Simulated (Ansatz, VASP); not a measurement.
**Cu in VASP and in Ansatz**

File INCAR:

```
SYSTEM = Cu
PREC = Accurate
ENCUT = 520
EDIFF = 1E-6
ISMEAR = -1
SIGMA = 0.1
LREAL = .FALSE.
LASPH = .TRUE.
NELM = 60
ALGO = Normal
ISIF = 2
LWAVE = .FALSE.
LCHARG = .FALSE.
GGA = PE
NBANDS = 12
```

Contents of KPOINTS:

```
Automatic mesh
0
G
  25 25 25
  0 0 0
```

File POSCAR:

```
Cu
1.0
   -1.4228579371      1.4228579371      1.4228579371
    1.4228579371     -1.4228579371      1.4228579371
    1.4228579371      1.4228579371     -1.4228579371
Cu
1
Direct
    0.0000000000      0.0000000000      0.0000000000
```

Input for Ansatz:

```yaml
crystal:
  lattice:
    - [-1.4228579371, 1.4228579371, 1.4228579371]
    - [1.4228579371, -1.4228579371, 1.4228579371]
    - [1.4228579371, 1.4228579371, -1.4228579371]
  atoms:
    - { symbol: Cu, position: [0.0, 0.0, 0.0] }
hamiltonian:
  xc: pbe
  pseudopotentials:
    kind: paw
    azcp:
      Cu: "pseudopotentials/Cu.paw.azcp"
basis:
  ecutwfc: 420
  fft_grid_basis: typed
kpoints:
  mp_grid: { grid: [25, 25, 25], shift: [0, 0, 0] }
magnetization:
  spin_polarized: false
scf:
  occupations: { method: fermi_dirac, width: 0.1 }
output:
  stress: true
```

Alike in both runs: task single point; functional PBE; k mesh 25 × 25 × 25; occupations fermi-dirac, width 0.1 eV; no spin polarisation.

|  | VASP | Ansatz |
| --- | --- | --- |
| version | VASP 6.6.1 | Ansatz 0.2.0 |
| potentials or method | VASP PAW PBE potentials, release 64 (Cu), cutoff 520 eV | plane waves (420 eV) with PAW, scalar-relativistic |
| valence electrons in the cell | 11 | 19 |

|  | VASP | Ansatz | Ansatz less VASP |
| --- | --- | --- | --- |
| pressure (GPa) | 6.9 | 6.4 | -0.56 |

VASP's potentials hold 11 valence electrons a cell and Ansatz's 19, so a difference there can come from the potentials and not from the codes.
